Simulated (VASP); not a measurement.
# H4C in VASP: notebook, part 2 of 2

VASP 6.6.1. The steps go on from the part before.

## 4. Single point, PBE+D3(BJ)

INCAR

```
PREC = Accurate
ENCUT = 520
EDIFF = 1E-6
ISMEAR = -1
SIGMA = 0.02
LREAL = Auto
LASPH = T
NELM = 60
ALGO = Normal
ISIF = 2
LWAVE = F
LCHARG = T
GGA = PE
IVDW = 12
LELF = T
LVHAR = T
NBANDS = 45
```

KPOINTS

```
regular mesh
0
Gamma
  1 1 1
```

POSCAR

```
H4C
1.0
    7.2304270000      0.0000000000      0.0000000000
    0.0000000000      7.2304270000      0.0000000000
    0.0000000000      0.0000000000      7.2304270000
C H
6 24
Direct
    0.2300279084      1.1382730232      0.0448797837
    0.7620573446      0.7902437850      0.9605933370
    0.7888469104     -0.1119435961      0.4819079150
    0.3690791706      0.1623832175      0.4915753938
    1.0128585767      0.4623516702      0.2574121833
    0.1905005057      0.6812599035      0.7707705230
    0.0711714536      1.1272778219      0.0920277599
    0.3511410875      1.1436254041      0.1273230474
    0.2143718483      1.2815840614     -0.0435797222
    0.2645625217      1.0499794825     -0.0724853456
    0.7884734885      0.6899454209      0.8548319484
    0.7382966456      0.7215894718      1.0975008807
    0.6392015299      0.8584555241      0.9338176016
    0.8804182658      0.8989095665      0.9899691955
    0.8932252549     -0.0296248064      0.4370143008
    0.7949046439     -0.2709245249      0.4444689090
    0.6750500351     -0.0655839551      0.3929228523
    0.7318101683     -0.0744077770      0.6256753578
    0.3765614396      0.2750459966      0.3911525557
    0.5136764399      0.0987631851      0.5007311463
    0.2754055881      0.0643392154      0.4135302106
    0.3109221627      0.2220477435      0.6172526187
    1.0365086322      0.3128722550      0.3192204278
    1.1120781663      0.4923637290      0.3761880177
    0.8832811672      0.4917828504      0.3200225934
    1.0108393322      0.4958075090      0.1087211032
    0.0727619544      0.5962165167      0.7810188804
    0.1984945011      0.7447001401      0.6361726631
    0.3193310713      0.5863830725      0.8018751866
    0.1635034833      0.7916406597      0.8999745105
```

Launch:

```sh
> cat potpaw_PBE.64/C/POTCAR potpaw_PBE.64/H/POTCAR > POTCAR
> mpirun -np 1 vasp_gam > vasp.out
```

Wall time 95 s (1 thread of Intel Xeon 8259CL, shared host); peak memory 0.35 GiB.

The run converged. Its results:

| Quantity | Value |
| --- | --- |
| Free energy | -141.5340 eV |
| Pressure | -1.6 GPa |
| Largest force | 5.380 eV/Å |
| Band gap on the k mesh | 5.90 eV |
| Dispersion energy per atom | -0.027 eV |

Forces on the atoms (eV/Å):
```
C   -3.237  2.596 -3.425
C    2.420  0.449  2.799
C   -4.140 -2.750  0.992
C    0.588 -0.677 -1.370
C    0.953 -2.641  3.338
C    1.883  0.790  3.324
H    2.955 -0.429 -0.061
H    0.216  0.178  1.268
H    0.592 -1.867  1.706
H   -0.382 -0.660  0.110
H    0.464 -0.338 -0.463
H    0.246  0.045 -0.751
H   -1.951  1.317 -0.650
H   -1.446 -1.537 -0.805
H    2.999  1.396 -0.584
H    0.430  2.227  1.007
H   -0.213 -0.101 -0.220
H    1.128 -0.728 -1.306
H    0.318  0.371  0.029
H   -1.551  0.706  0.369
H    0.443  0.302  1.106
H    0.102 -0.442  0.222
H   -0.849  0.759 -2.290
H    0.109  1.762 -1.736
H   -1.281  0.552  0.211
H    0.916 -0.267  0.689
H   -1.253 -1.054 -0.221
H    0.126  0.446 -0.312
H   -1.498  1.448 -0.406
H    0.912 -1.853 -2.572
```

Stress tensor (GPa, compression positive):
```
-0.46  1.07 -0.47
 1.07 -1.99  0.07
-0.47  0.07 -2.39
```

Levels at points of the mesh, in eV from the valence-band top:
```csv
k point,band 21,band 22,band 23,band 24,band 25,band 26,band 27,band 28
"(0.00, 0.00, 0.00)",-1.01,-0.72,-0.40,0.00,5.90,7.88,8.06,8.16
```

Caveat: the k points lie up to 0.87 Å⁻¹ apart.

## 5. Single point, PBE+D3(BJ)

INCAR

```
SYSTEM = H4C
PREC     = Accurate       ! precision mode
ENCUT    = 520            ! plane-wave cutoff, eV
EDIFF    = 1E-7           ! SCF threshold, eV
ISMEAR   = -1             ! smearing method
SIGMA    = 0.02           ! smearing width, eV
LREAL    = Auto         
LASPH    = .TRUE.         ! aspherical terms in the spheres
NELM     = 80             ! most SCF steps
ALGO     = Normal         ! electronic algorithm
ISIF     = 2              ! what is computed and relaxed
LWAVE    = .FALSE.        ! write WAVECAR
LCHARG   = .FALSE.        ! write CHGCAR
GGA      = PE             ! functional
IVDW     = 12             ! dispersion correction
NBANDS   = 45             ! bands
```

KPOINTS

```
Automatic mesh
0
G
  1 1 1
  0 0 0
```

POSCAR

```
H4C
1.0
    7.2304270000      0.0000000000      0.0000000000
    0.0000000000      7.2304270000      0.0000000000
    0.0000000000      0.0000000000      7.2304270000
C H
6 24
Direct
    0.2439413329      1.2467590088     -0.1220951404
    0.6904294864      0.6980500598      1.0308104902
    0.7441745833     -0.1521348601      0.5178532333
    0.4102800568      0.1522593341      0.4939542298
    1.0195525105      0.4596823950      0.3558434377
    0.2371090947      0.7144944552      0.7275365618
    0.1956730910      1.1972183662     -0.2623911423
    0.1614980692      1.1626699225     -0.0281034578
    0.1816213621      1.3930712529     -0.0829688205
    0.3645151248      1.1844528684     -0.0553355977
    0.7381583411      0.7711577753      1.1529609524
    0.8204218091      0.6440560149      0.9225181307
    0.5990102659      0.7746568771      0.9619625508
    0.5963409906      0.5875171688      1.1007233736
    0.6802779421     -0.1339754900      0.3932271220
    0.8832673368     -0.0509098564      0.5224726009
    0.8045582923     -0.2864699415      0.5585562236
    0.6867782497     -0.0649477548      0.6403494565
    0.3140201817      0.1465197007      0.3802541676
    0.3565902816      0.2522534285      0.6009050365
    0.5454449647      0.1997530713      0.4541502182
    0.4137929890      0.0220872156      0.5802838477
    0.8886335482      0.4976607882      0.2565961872
    1.1007233736      0.6087330665      0.3713611935
    1.1091876040      0.3581531215      0.2812558650
    0.9839252924      0.3663822344      0.4651454195
    0.1598522466      0.5957739425      0.6788672370
    0.3841958435      0.6986585993      0.6800013333
    0.2398890135      0.7676033518      0.8769329944
    0.2015786896      0.8520381991      0.6341949099
```

Launch:

```sh
> cat potpaw_PBE.64/C/POTCAR potpaw_PBE.64/H/POTCAR > POTCAR
> mpirun -np 1 vasp_gam > vasp.out
```

Run time: 94 s. Hardware: 1 thread of Intel Xeon 8259CL, shared host; peak memory 0.36 GiB.

Results (log left out):

```yaml
Free_energy: -140.7697 eV
Pressure: -2.4 GPa
Largest_force: 7.176 eV/Å
Band_gap_on_the_k_mesh: 5.85 eV
Dispersion_energy_per_atom: -0.027 eV
```

Forces on the atoms (eV/Å):
```
C   -3.050  0.443  1.129
C    3.147 -4.253  1.130
C    4.396  3.126  4.733
C   -0.593  0.215  2.257
C   -0.054  2.321 -3.349
C    1.307  3.769 -1.319
H    0.676  0.512  1.413
H   -1.376 -0.324  0.177
H    1.775 -1.810 -0.626
H    1.239  1.085 -0.941
H    0.703  0.347 -0.223
H   -2.785  0.848  2.505
H   -2.488  2.578 -2.428
H    1.400  0.401 -1.179
H   -1.422  0.140 -2.116
H   -1.827 -1.751 -0.863
H   -0.693  0.203 -0.230
H   -0.241 -1.715 -1.334
H   -0.214 -0.241 -0.470
H    0.661 -0.271 -1.415
H    0.631 -0.083 -0.368
H    0.180  0.669 -1.129
H    2.096 -0.938  1.780
H   -1.372 -2.970  0.398
H   -0.093  0.934 -0.451
H   -0.607  0.562  1.517
H   -0.407 -0.001  0.515
H   -0.541 -0.348  0.551
H   -0.410 -1.041 -1.225
H   -0.036 -2.407  1.562
```

Stress tensor (GPa, compression positive):
```
-1.44 -0.42  0.68
-0.42 -4.65 -1.13
 0.68 -1.13 -1.25
```

Levels at points of the mesh, in eV from the valence-band top:
| k point | band 22 | band 23 | band 24 | band 25 | band 26 | band 27 |
| --- | --- | --- | --- | --- | --- | --- |
| (0.00, 0.00, 0.00) | -0.67 | -0.22 | 0.00 | 5.85 | 7.79 | 8.01 |

Caveat: the k points lie up to 0.87 Å⁻¹ apart.
